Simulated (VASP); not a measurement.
# Rb (C2/m) in VASP: single point with PBE

Aim: the single point of Rb with PBE.

Everything below comes from runs of VASP 6.6.1. Logs are shortened: lines on timing, memory, paths and dates and some standing lists are left out, and cuts for length are marked.

### Step 1. The cell of the first run

The structure is monoclinic, space group C2/m (No. 12). The conventional cell has a = 8.846 Å, b = 5.015 Å, c = 16.652 Å, α = 90.00°, β = 100.14°, γ = 90.00°.

### Step 2. Single point, PBE

Input file INCAR:

```
SYSTEM = Rb
  ALGO = Normal
  EDIFF = 1E-7
  ENCUT = 520
  GGA = PE
  ISIF = 2
  ISMEAR = 0
  LASPH = .True.
  LCHARG = .False.
  LREAL = .False.
  LWAVE = .False.
  NBANDS = 26
  NELM = 100
  PREC = Accurate
  SIGMA = 0.1
```

Input file KPOINTS:

```
k-points
0
Gamma
  10 10 4
  0 0 0
```

Input file POSCAR:

```
Rb
1.0
    4.4229279275     -2.5075715706     -0.0137437763
    4.4229279275      2.5075715706     -0.0137437763
   -2.8801055859      0.0000000000     16.4013471519
Rb
4
Direct
    0.2036088803      0.2036088803      0.1250745286
    0.7963911197      0.7963911197      0.8749254714
    0.3838045376      0.3838045376      0.6250436312
    0.6161954624      0.6161954624      0.3749563688
```

Potentials or basis: VASP PAW PBE potentials, release 64 (Rb_sv).

Command:

```
$ cat potpaw_PBE.64/Rb_sv/POTCAR > POTCAR
$ mpirun -np 1 vasp_std > vasp.out
```

OUTCAR:

```text
SYSTEM = Rb
   EDIFF = 1E-7
   ENCUT = 520
   GGA = PE
   ISIF = 2
   ISMEAR = 0
   LASPH = .True.
   LREAL = .False.
   NELM = 100
   PREC = Accurate

 ion  position               nearest neighbor table
   1  0.204  0.204  0.125-   2 5.00   4 5.03   4 5.03   4 5.03   2 5.05   2 5.05
   2  0.796  0.796  0.875-   1 5.00   3 5.03   3 5.03   3 5.03   1 5.05   1 5.05
   3  0.384  0.384  0.625-   4 4.96   2 5.03   2 5.03   2 5.03   4 5.08   4 5.08
   4  0.616  0.616  0.375-   3 4.96   1 5.03   1 5.03   1 5.03   3 5.08   3 5.08

  LATTYP: Found a base centered monoclinic cell.
 ALAT       =     8.8458985622
 B/A-ratio  =     0.5669455857
 C/A-ratio  =     1.8824885821
 COS(beta)  =    -0.1760151051

  Lattice vectors:

 A1 = (   4.4229279275,  -2.5075715706,  -0.0137437763)
 A2 = (   4.4229279275,   2.5075715706,  -0.0137437763)
 A3 = (  -2.8801055859,   0.0000000000,  16.4013471519)

Analysis of symmetry for initial positions (statically):
=====================================================================
 Subroutine PRICEL returns:
 Original cell was already a primitive cell.

 Routine SETGRP: Setting up the symmetry group for a
 base centered monoclinic supercell.

 Subroutine GETGRP returns: Found  4 space group operations
 (whereof  4 operations were pure point group operations)
 out of a pool of  4 trial point group operations.

The static configuration has the point symmetry C_2h.

Analysis of symmetry for dynamics (positions and initial velocities):
=====================================================================
 Subroutine PRICEL returns:
 Original cell was already a primitive cell.

 Routine SETGRP: Setting up the symmetry group for a
 base centered monoclinic supercell.

 Subroutine GETGRP returns: Found  4 space group operations
 (whereof  4 operations were pure point group operations)
 out of a pool of  4 trial point group operations.

The dynamic configuration has the point symmetry C_2h.

 Subroutine INISYM returns: Found  4 space group operations
 (whereof  4 operations are pure point group operations),
 and found     1 'primitive' translations

----------------------------------------------------------------------------------------

                                     Primitive cell

  volume of cell :     363.6099

  direct lattice vectors                    reciprocal lattice vectors
     4.422927927 -2.507571571 -0.013743776     0.113109006 -0.199396103  0.019862142
     4.422927927  2.507571571 -0.013743776     0.113109006  0.199396103  0.019862142
    -2.880105586  0.000000000 16.401347152     0.000189563  0.000000000  0.061003889

  length of vectors
     5.084328424  5.084328424 16.652303041     0.230102060  0.230102060  0.061004184

  position of ions in fractional coordinates (direct lattice)
     0.203608880  0.203608880  0.125074529
     0.796391120  0.796391120  0.874925471
     0.383804538  0.383804538  0.625043631
     0.616195462  0.616195462  0.374956369

  ion indices of the primitive-cell ions
   primitive index   ion index
                 1           1
                 2           2
                 3           3
                 4           4

----------------------------------------------------------------------------------------

 KPOINTS: k-points

Automatic generation of k-mesh.
 Grid dimensions read from file:
 generate k-points for:   10   10    4

 Generating k-lattice:

  Cartesian coordinates                     Fractional coordinates (reciprocal lattice)
     0.011310901 -0.019939610  0.001986214     0.100000000 -0.000000000  0.000000000
     0.011310901  0.019939610  0.001986214    -0.000000000  0.100000000  0.000000000
     0.000047391  0.000000000  0.015250972    -0.000000000 -0.000000000  0.250000000

  Length of vectors
     0.023010206  0.023010206  0.015251046

  Shift w.r.t. Gamma in fractional coordinates (k-lattice)
     0.000000000  0.000000000  0.000000000

 Subroutine IBZKPT returns following result:
 ===========================================

 Found    117 irreducible k-points:

 Following reciprocal coordinates:
            Coordinates               Weight
  0.000000  0.000000  0.000000      1.000000
  0.100000 -0.000000  0.000000      4.000000
  0.200000 -0.000000  0.000000      4.000000
  0.300000 -0.000000  0.000000      4.000000
  0.400000  0.000000  0.000000      4.000000
  0.500000 -0.000000 -0.000000      2.000000
[... 16 lines left out ...]
  0.300000  0.300000  0.000000      2.000000
  0.400000  0.300000 -0.000000      4.000000
 [... further k-points ...]
   k-points           NKPTS =    117   k-points in BZ     NKDIM =    117   number of bands    NBANDS=     26
   number of dos      NEDOS =    301   number of ions     NIONS =      4
   total plane-waves  NPLWV = 201600
   dimension x,y,z NGX =    40 NGY =   40 NGZ =  126
   dimension x,y,z NGXF=    80 NGYF=   80 NGZF=  252
   ions per type =               4
   NGX,Y,Z   is equivalent  to a cutoff of  13.08, 13.08, 12.58 a.u.
   NGXF,Y,Z  is equivalent  to a cutoff of  26.16, 26.16, 25.16 a.u.
 SYSTEM =  Rb
   PREC   = accura    normal or accurate (medium, high low for compatibility)
   ISTART =      0    job   : 0-new  1-cont  2-samecut
   ICHARG =      2    charge: 1-file 2-atom 10-const
   ISPIN  =      1    spin polarized calculation?
   LNONCOLLINEAR =      F non collinear calculations
   LSORBIT =      F    spin-orbit coupling
   LASPH  =      T    aspherical Exc in radial PAW
   ENCUT  =  520.0 eV  38.22 Ry    6.18 a.u.   9.45  9.45 30.96*2*pi/ulx,y,z
   NELM   =    100;   NELMIN=  2; NELMDL= -5     # of ELM steps
   EDIFF  = 0.1E-06   stopping-criterion for ELM
   LREAL  =      F    real-space projection
   EDIFFG = 0.1E-05   stopping-criterion for IOM
   NSW    =      0    number of steps for IOM
   IBRION =     -1    ionic relax: 0-MD 1-quasi-New 2-CG
   NFREE  =      0    steps in history (QN), initial steepest desc. (CG)
   ISIF   =      2    stress and relaxation
   ISYM   =      2    0-nonsym 1-usesym 2-fastsym
   POTIM  = 0.5000    time-step for ionic-motion
   TEBEG  =    0.0;   TEEND  =   0.0 temperature during run
   PSTRESS=    0.0 pullay stress
   NELECT =      36.0000    total number of electrons
   NUPDOWN=      -1.0000    fix difference up-down
   EMIN   =  10.00;   EMAX   =-10.00  energy-range for DOS
   EFERMI =   0.00;   METHOD = LEGACY
   ISMEAR =     0;   SIGMA  =   0.10  broadening in eV -4-tet -1-fermi 0-gaus
   EFERMI_NEDOS =   21; number of points for ismear=-14 and -15
   IALGO  =     38    algorithm
   IMIX   =      4    mixing-type and parameters
     AMIX     =   0.40;   BMIX     =  1.00
     AMIX_MAG =   1.60;   BMIX_MAG =  1.00
  volume/ion in A,a.u.               =      90.90       613.44
  Fermi-wavevector in a.u.,A,eV,Ry     =   0.757351  1.431186  7.804034  0.573580
  Thomas-Fermi vector in A             =   1.855677
   LORBIT       =      0    0 simple, 1 ext, 2 COOP (PROOUT), +10 PAW based schemes
   GGA     = PE    functional components
   LHFCALC =     F    Hartree Fock is set to
   AEXX    =    0.0000 exact exchange contribution
   IVDW    =     0    specifies the selected vdW correction
   LEPSILON=     F    determine dielectric tensor
   LRPA    =     F    only Hartree local field effects (RPA)
 non-spin polarized calculation
 Gauss-broadening in eV      SIGMA  =   0.10
  energy-cutoff  :      520.00
  volume of cell :      363.61
 maximum number of plane-waves:      9836
 NGX is ok and might be reduce to    40
   NGX = 19   NGY = 19   NGZ = 61

 number of electron      36.0000000 magnetization

 Free energy of the ion-electron system (eV)
  ---------------------------------------------------
  ext. energy  EPLUGINS =         0.00000000
  ---------------------------------------------------
  free energy    TOTEN  =        -3.75637465 eV

  energy without entropy =       -3.73751906  energy(sigma->0) =       -3.74694686

 E-fermi :   0.0037     XC(G=0):  -5.4679

 val. band max:        0.0031032267   @ k =  -0.2000   0.1000   0.5000
 cond. band min:       0.0077820535   @ k =   0.5000   0.1000   0.2500
 fundamental gap:      0.0046788268
 Fermi energy:         0.0036691382

 k-point     1 :       0.0000    0.0000    0.0000
  band No.  band energies     occupation
      1     -28.8824      2.00000
      2     -28.8804      2.00000
      3     -28.8798      2.00000
      4     -28.8779      2.00000
      5     -13.0215      2.00000
      6     -12.9738      2.00000
[... 18 lines left out ...]
     25       3.4965      0.00000
     26       3.5102      0.00000

 k-point     2 :       0.1000   -0.0000    0.0000
  band No.  band energies     occupation
      1     -28.8820      2.00000
      2     -28.8802      2.00000
      3     -28.8796      2.00000
      4     -28.8777      2.00000
      5     -13.0185      2.00000
      6     -12.9768      2.00000
[... 18 lines left out ...]
     25       3.2595      0.00000
     26       3.3006      0.00000

 k-point     3 :       0.2000   -0.0000    0.0000
  band No.  band energies     occupation
      1     -28.8812      2.00000
      2     -28.8796      2.00000
      3     -28.8789      2.00000
      4     -28.8773      2.00000
      5     -13.0100      2.00000
      6     -12.9831      2.00000
[... 18 lines left out ...]
     25       2.7018      0.00000
     26       2.8700      0.00000

 k-point     4 :       0.3000   -0.0000    0.0000
  band No.  band energies     occupation
      1     -28.8801      2.00000
      2     -28.8789      2.00000
      3     -28.8781      2.00000
      4     -28.8768      2.00000
      5     -13.0006      2.00000
      6     -12.9963      2.00000
[... 18 lines left out ...]
     25       2.1857      0.00000
     26       2.7148      0.00000
[... 496 lines left out ...]
      1     -28.8796      2.00000
      2     -28.8785      2.00000
      3     -28.8777      2.00000
      4     -28.8766      2.00000
      5     -12.9997      2.00000
      6     -12.9987      2.00000
[... 18 lines left out ...]
     25       1.9997      0.00000
     26       2.4745      0.00000

 k-point    23 :       0.3000    0.3000    0.0000
  band No.  band energies     occupation
      1     -28.8802      2.00000
      2     -28.8791      2.00000
      3     -28.8782      2.00000
      4     -28.8770      2.00000
      5     -13.0022      2.00000
      6     -12.9986      2.00000
[... 18 lines left out ...]
     25       2.2108      0.00000
     26       2.5133      0.00000

 k-point    24 :       0.4000    0.3000   -0.0000
  band No.  band energies     occupation
      1     -28.8796      2.00000
      2     -28.8787      2.00000
      3     -28.8777      2.00000
      4     -28.8768      2.00000
      5     -13.0042      2.00000
      6     -13.0009      2.00000
[... 18 lines left out ...]
     25       2.0230      0.00000
     26       2.4086      0.00000

 [... further k-points ...]

------------------------ aborting loop because EDIFF is reached ----------------------------------------

  FORCE on cell =-STRESS in cart. coord.  units (eV):
  Direction    XX          YY          ZZ          XY          YZ          ZX
  --------------------------------------------------------------------------------------
  -------------------------------------------------------------------------------------
  Total        0.0134079      0.0672750      0.0170952      0.0000000      0.0000000     -0.0068829
  in kB        0.0590795      0.2964346      0.0753269      0.0000000      0.0000000     -0.0303281
  external PRESSURE =       0.1436137 kB  Pullay stress =       0.0000000 kB

 VOLUME and BASIS-vectors are now :
 -----------------------------------------------------------------------------
  energy-cutoff  :      520.00
  volume of cell :      363.61
      direct lattice vectors                 reciprocal lattice vectors
     4.422927927 -2.507571571 -0.013743776     0.113109006 -0.199396103  0.019862142
     4.422927927  2.507571571 -0.013743776     0.113109006  0.199396103  0.019862142
    -2.880105586  0.000000000 16.401347152     0.000189563  0.000000000  0.061003889

 POSITION                                       TOTAL-FORCE (eV/Angst)
 -----------------------------------------------------------------------------------
      1.44087      0.00000      2.04579         0.001528      0.000000     -0.000394
      4.52488      0.00000     14.32807        -0.001528      0.000000      0.000394
      1.59489      0.00000     10.24101        -0.002414      0.000000     -0.000771
      4.37086      0.00000      6.13285         0.002414      0.000000      0.000771
 -----------------------------------------------------------------------------------
    total drift:                               -0.000000     -0.000000      0.000000

  FREE ENERGIE OF THE ION-ELECTRON SYSTEM (eV)
  ---------------------------------------------------
  free  energy   TOTEN  =        -3.7563746484 eV

  energy  without entropy=       -3.7375190621  energy(sigma->0) =       -3.74694686
```

Run time: 11 min. Hardware: 1 thread of Intel Xeon 6975P-C (Granite Rapids), shared host; peak memory 1 GiB.

What came out:

* Free energy: -3.7564 eV
* Pressure: 0.0 GPa
* Band gap on the k mesh: zero (band 18 reaches 0.82 eV, above the bottom of band 19 at -1.28 eV)

Forces on the atoms (eV/Å):
```
Rb   0.002  0.000  0.000
Rb  -0.002  0.000  0.000
Rb  -0.002  0.000 -0.001
Rb   0.002  0.000  0.001
```
